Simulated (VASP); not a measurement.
# AlN (P6_3mc) in VASP: further runs

AlN is run at these levels: PBE; tasks: single point.

Program: VASP 6.6.1. These are calculated values, not measurements. Logs are shortened: lines on timing, memory, paths and dates and some standing lists are left out, and cuts for length are marked.

## Step 1: The cell of the first run

The structure is hexagonal, space group P6_3mc (No. 186). Conventional cell: a = 3.083 Å, b = 3.083 Å, c = 4.943 Å, α = 90.00°, β = 90.00°, γ = 120.00°. Al (site symmetry 3m) has 4 N at 1.87 to 1.89 Å within 2.5 Å. Within 2.5 Å of N (site symmetry 3m) lie 4 Al at 1.87 to 1.89 Å.

## Step 2: Single point, PBE (equal strain along all axes, cell held: -1.5 %, then relaxed in part)

The input, INCAR:

```
SYSTEM = AlN
  ALGO = Normal
  EDIFF = 1E-6
  ENCUT = 520
  GGA = PE
  ISIF = 2
  ISMEAR = 0
  LASPH = .True.
  LCHARG = .False.
  LREAL = .False.
  LWAVE = .False.
  NBANDS = 16
  NELM = 80
  PREC = Accurate
  SIGMA = 0.02
```

The input, KPOINTS:

```
k-points
0
Gamma
  12 12 6
  0 0 0
```

The input, POSCAR:

```
AlN
1.0
    3.0832552935      0.0000000000      0.0000000000
   -1.5416276467      2.6701774105      0.0000000000
    0.0000000000      0.0000000000      4.9427726727
Al N
2 2
Direct
    0.6666666667      0.3333333333      0.4991027320
    0.3333333333      0.6666666667      0.9991027320
    0.6666666667      0.3333333333      0.8808972680
    0.3333333333      0.6666666667      0.3808972680
```

Potentials or basis: VASP PAW PBE potentials, release 64 (Al, N).

Command:

```sh
cat potpaw_PBE.64/Al/POTCAR potpaw_PBE.64/N/POTCAR > POTCAR
mpirun -np 1 vasp_std > vasp.out
```

OUTCAR:

```text
SYSTEM = AlN
   EDIFF = 1E-6
   ENCUT = 520
   GGA = PE
   ISIF = 2
   ISMEAR = 0
   LASPH = .True.
   LREAL = .False.
   NELM = 80
   PREC = Accurate

 ion  position               nearest neighbor table
   1  0.667  0.333  0.499-   4 1.87   4 1.87   4 1.87   3 1.89   2 3.05   2 3.05   2 3.05   2 3.05
                             2 3.05   2 3.05
   2  0.333  0.667  0.999-   3 1.87   3 1.87   3 1.87   4 1.89   1 3.05   1 3.05   1 3.05   1 3.05
                             1 3.05   1 3.05
   3  0.667  0.333  0.881-   2 1.87   2 1.87   2 1.87   1 1.89
   4  0.333  0.667  0.381-   1 1.87   1 1.87   1 1.87   2 1.89

  LATTYP: Found a hexagonal cell.
 ALAT       =     3.0832552935
 C/A-ratio  =     1.6031019822

  Lattice vectors:

 A1 = (   3.0832552935,   0.0000000000,   0.0000000000)
 A2 = (  -1.5416276467,   2.6701774105,   0.0000000000)
 A3 = (   0.0000000000,   0.0000000000,   4.9427726727)

Analysis of symmetry for initial positions (statically):
=====================================================================
 Subroutine PRICEL returns:
 Original cell was already a primitive cell.

 Routine SETGRP: Setting up the symmetry group for a
 hexagonal supercell.

 Subroutine GETGRP returns: Found 12 space group operations
 (whereof  6 operations were pure point group operations)
 out of a pool of 24 trial point group operations.

The static configuration has the point symmetry C_3v.
 The point group associated with its full space group is C_6v.

Analysis of symmetry for dynamics (positions and initial velocities):
=====================================================================
 Subroutine PRICEL returns:
 Original cell was already a primitive cell.

 Routine SETGRP: Setting up the symmetry group for a
 hexagonal supercell.

 Subroutine GETGRP returns: Found 12 space group operations
 (whereof  6 operations were pure point group operations)
 out of a pool of 24 trial point group operations.

The dynamic configuration has the point symmetry C_3v.
 The point group associated with its full space group is C_6v.

 Subroutine INISYM returns: Found 12 space group operations
 (whereof  6 operations are pure point group operations),
 and found     1 'primitive' translations

[... 92 lines left out ...]
   ISPIN  =      1    spin polarized calculation?
   LNONCOLLINEAR =      F non collinear calculations
   LSORBIT =      F    spin-orbit coupling
   LASPH  =      T    aspherical Exc in radial PAW
   ENCUT  =  520.0 eV  38.22 Ry    6.18 a.u.   5.73  5.73  9.19*2*pi/ulx,y,z
   NELM   =     80;   NELMIN=  2; NELMDL= -5     # of ELM steps
   EDIFF  = 0.1E-05   stopping-criterion for ELM
   LREAL  =      F    real-space projection
   EDIFFG = 0.1E-04   stopping-criterion for IOM
   NSW    =      0    number of steps for IOM
   IBRION =     -1    ionic relax: 0-MD 1-quasi-New 2-CG
   NFREE  =      0    steps in history (QN), initial steepest desc. (CG)
   ISIF   =      2    stress and relaxation
   ISYM   =      2    0-nonsym 1-usesym 2-fastsym
   POTIM  = 0.5000    time-step for ionic-motion
   TEBEG  =    0.0;   TEEND  =   0.0 temperature during run
   PSTRESS=    0.0 pullay stress
   NELECT =      16.0000    total number of electrons
   NUPDOWN=      -1.0000    fix difference up-down
   EMIN   =  10.00;   EMAX   =-10.00  energy-range for DOS
   EFERMI =   0.00;   METHOD = LEGACY
   ISMEAR =     0;   SIGMA  =   0.02  broadening in eV -4-tet -1-fermi 0-gaus
   EFERMI_NEDOS =   21; number of points for ismear=-14 and -15
   IALGO  =     38    algorithm
   IMIX   =      4    mixing-type and parameters
     AMIX     =   0.40;   BMIX     =  1.00
     AMIX_MAG =   1.60;   BMIX_MAG =  1.00
  volume/ion in A,a.u.               =      10.17        68.65
  Fermi-wavevector in a.u.,A,eV,Ry     =   1.199337  2.266419 19.570762  1.438410
  Thomas-Fermi vector in A             =   2.335203
   LORBIT       =      0    0 simple, 1 ext, 2 COOP (PROOUT), +10 PAW based schemes
   GGA     = PE    functional components
   LHFCALC =     F    Hartree Fock is set to
   AEXX    =    0.0000 exact exchange contribution
   IVDW    =     0    specifies the selected vdW correction
   LEPSILON=     F    determine dielectric tensor
   LRPA    =     F    only Hartree local field effects (RPA)
 non-spin polarized calculation
 Gauss-broadening in eV      SIGMA  =   0.02
  energy-cutoff  :      520.00
  volume of cell :       40.69
 maximum number of plane-waves:      1120
 NGX is ok and might be reduce to    24
   NGX = 11   NGY = 11   NGZ = 19

 number of electron      15.9999996 magnetization

 Free energy of the ion-electron system (eV)
  ---------------------------------------------------
  ext. energy  EPLUGINS =         0.00000000
  ---------------------------------------------------
  free energy    TOTEN  =       -29.72818931 eV

  energy without entropy =      -29.72818931  energy(sigma->0) =      -29.72818931

 E-fermi :   6.5078     XC(G=0): -11.0246

 val. band max:        6.4054119133   @ k =   0.0000   0.0000   0.0000
 cond. band min:      10.8459916254   @ k =   0.0000   0.0000   0.0000
 fundamental gap:      4.4405797121
 Fermi energy:         6.5077844275

 k-point     1 :       0.0000    0.0000    0.0000
  band No.  band energies     occupation
      1      -8.9394      2.00000
      2      -6.7163      2.00000
      3       0.2926      2.00000
      4       5.5341      2.00000
      5       5.5341      2.00000
      6       6.1870      2.00000
[... 433 lines left out ...]
      3       1.4131      2.00000
      4       2.4057      2.00000
      5       3.0148      2.00000
      6       4.6086      2.00000
[... 8 lines left out ...]
     15      19.0987      0.00000
     16      20.9807      0.00000

 [... further k-points ...]
[... 5 lines left out ...]
  --------------------------------------------------------------------------------------
  -------------------------------------------------------------------------------------
  Total        2.4406596      2.4406596      2.2388023      0.0000000      0.0000000      0.0000000
  in kB       96.0942851     96.0942851     88.1467069      0.0000000      0.0000000      0.0000000
  external PRESSURE =      93.4450923 kB  Pullay stress =       0.0000000 kB

 VOLUME and BASIS-vectors are now :
 -----------------------------------------------------------------------------
  energy-cutoff  :      520.00
  volume of cell :       40.69
      direct lattice vectors                 reciprocal lattice vectors
     3.083255294  0.000000000  0.000000000     0.324332533  0.187253475  0.000000000
    -1.541627647  2.670177411  0.000000000     0.000000000  0.374506951  0.000000000
     0.000000000  0.000000000  4.942772673     0.000000000  0.000000000  0.202315596

 POSITION                                       TOTAL-FORCE (eV/Angst)
 -----------------------------------------------------------------------------------
      1.54163      0.89006      2.46695         0.000000     -0.000000      0.000444
     -0.00000      1.78012      4.93834        -0.000000     -0.000000      0.000444
      1.54163      0.89006      4.35407         0.000000      0.000000     -0.000444
     -0.00000      1.78012      1.88269         0.000000     -0.000000     -0.000444
 -----------------------------------------------------------------------------------
    total drift:                               -0.000000      0.000000     -0.000891

  FREE ENERGIE OF THE ION-ELECTRON SYSTEM (eV)
  ---------------------------------------------------
  free  energy   TOTEN  =       -29.7281893102 eV

  energy  without entropy=      -29.7281893102  energy(sigma->0) =      -29.72818931
```

OSZICAR:

```text
N       E                     dE             d eps       ncg     rms          rms(c)
DAV:   1     0.423246363903E+02    0.42325E+02   -0.73786E+03  2432   0.896E+02
DAV:   2    -0.311653355151E+02   -0.73490E+02   -0.67668E+02  3440   0.190E+02
DAV:   3    -0.345591528615E+02   -0.33938E+01   -0.33842E+01  3016   0.421E+01
DAV:   4    -0.345794577783E+02   -0.20305E-01   -0.20304E-01  3064   0.367E+00
DAV:   5    -0.345797173164E+02   -0.25954E-03   -0.25954E-03  3008   0.419E-01    0.124E+01
DAV:   6    -0.297211394271E+02    0.48586E+01   -0.10659E+01  2896   0.238E+01    0.424E+00
DAV:   7    -0.297400344731E+02   -0.18895E-01   -0.71112E-01  2648   0.593E+00    0.299E+00
DAV:   8    -0.297324626486E+02    0.75718E-02   -0.58323E-02  2728   0.221E+00    0.558E-01
DAV:   9    -0.297276611157E+02    0.48015E-02   -0.12019E-02  3184   0.810E-01    0.240E-01
DAV:  10    -0.297282634496E+02   -0.60233E-03   -0.21486E-03  2632   0.293E-01    0.128E-01
DAV:  11    -0.297281865723E+02    0.76877E-04   -0.17048E-04  2872   0.101E-01    0.312E-02
DAV:  12    -0.297281895082E+02   -0.29359E-05   -0.11013E-05  2728   0.266E-02    0.742E-03
DAV:  13    -0.297281893102E+02    0.19801E-06   -0.38603E-06  2864   0.153E-02
   1 F= -.29728189E+02 E0= -.29728189E+02  d E =-.546114E-16
```

stdout:

```text
POSCAR found type information on POSCAR AlN
 POSCAR found :  2 types and       4 ions
 scaLAPACK will be used
 LDA part: xc-table for (Slater+PW92), standard interpolation
 POSCAR, INCAR and KPOINTS ok, starting setup
 FFT: planning ... GRIDC
 FFT: planning ... GRID_SOFT
 FFT: planning ... GRID
 WAVECAR not read
 entering main loop
```

Run time: 34 s. Hardware: 1 thread of Intel Xeon Platinum 8488C (Sapphire Rapids), shared host; peak memory 0.18 GiB.

Results:

- Free energy: -29.7282 eV
- Pressure: 9.3 GPa
- Band gap on the k mesh: 4.44 eV, direct

Levels at points of the mesh, in eV from the valence-band top:
```
           k point  band 6  band 7  band 8  band 9  band 10  band 11
(0.00, 0.00, 0.00)   -0.22   -0.22    0.00    4.44     6.90    10.82
(0.50, 0.00, 0.00)   -2.12   -1.81   -0.70    5.86     5.91     8.41
(0.00, 0.00, 0.50)   -0.55   -0.55   -0.55    6.70     6.70    10.54
(0.50, 0.00, 0.50)   -1.49   -1.39   -1.39    5.40     5.40     9.42
```

Caveat: the cell differs from its parent crystal (equal strain along all axes, cell held: -1.5 %, then relaxed in part). A k mesh can miss the band edges.

## Step 3: Single point, PBE

This run uses another cell than the first one, of 10.65 Å³/atom, 1.046 times its volume.

The input, INCAR:

```
SYSTEM = AlN
  PREC = Accurate
  ENCUT = 520
  EDIFF = 1E-6
  ISMEAR = 0
  SIGMA = 0.02
  LREAL = .False.
  LASPH = .True.
  NELM = 100
  ALGO = Normal
  ISIF = 2
  LWAVE = .False.
  LCHARG = .True.
  GGA = PE
  LELF = .True.
  LVHAR = .True.
  NBANDS = 16
```

The input, KPOINTS:

```
Automatic mesh
0
Gamma
  12 12 6
  0 0 0
```

The input, POSCAR:

```
AlN
1.0
    3.1302084198      0.0000000000      0.0000000000
   -1.5651042099      2.7108400107      0.0000000000
    0.0000000000      0.0000000000      5.0180433226
Al N
2 2
Direct
    0.6666666667      0.3333333333      0.4992342259
    0.3333333333      0.6666666667      0.9992342259
    0.6666666667      0.3333333333      0.8807657741
    0.3333333333      0.6666666667      0.3807657741
```

Potentials or basis: VASP PAW PBE potentials, release 64 (Al, N).

Command:

```sh
cat potpaw_PBE.64/Al/POTCAR potpaw_PBE.64/N/POTCAR > POTCAR
mpirun -np 1 vasp_std > vasp.out
```

Run time: 44 s. Hardware: 1 thread of Intel Xeon Platinum 8488C (Sapphire Rapids), shared host; peak memory 0.17 GiB.

Results (log left out):

| Item | Value |
| --- | --- |
| Free energy | -29.7805 eV |
| Pressure | -0.3 GPa |
| Band gap on the k mesh | 4.04 eV, direct |

Levels at points of the mesh, in eV from the valence-band top:
```tsv
k point	band 4	band 5	band 6	band 7	band 8	band 9	band 10	band 11	band 12	band 13
(0.00, 0.00, 0.00)	-0.85	-0.85	-0.20	-0.20	0.00	4.04	6.51	10.46	11.03	11.03
(0.50, 0.00, 0.00)	-4.12	-3.29	-2.05	-1.74	-0.68	5.76	5.76	8.02	10.14	10.81
(0.00, 0.00, 0.50)	-3.30	-0.53	-0.53	-0.53	-0.53	6.31	6.31	10.17	10.17	11.34
(0.50, 0.00, 0.50)	-5.52	-1.44	-1.44	-1.35	-1.35	5.25	5.25	9.14	9.14	11.60
```

A k mesh can miss the band edges. A hybrid or GW would open this gap; PBE tends to underestimate it.

[end of part 1 of 2]
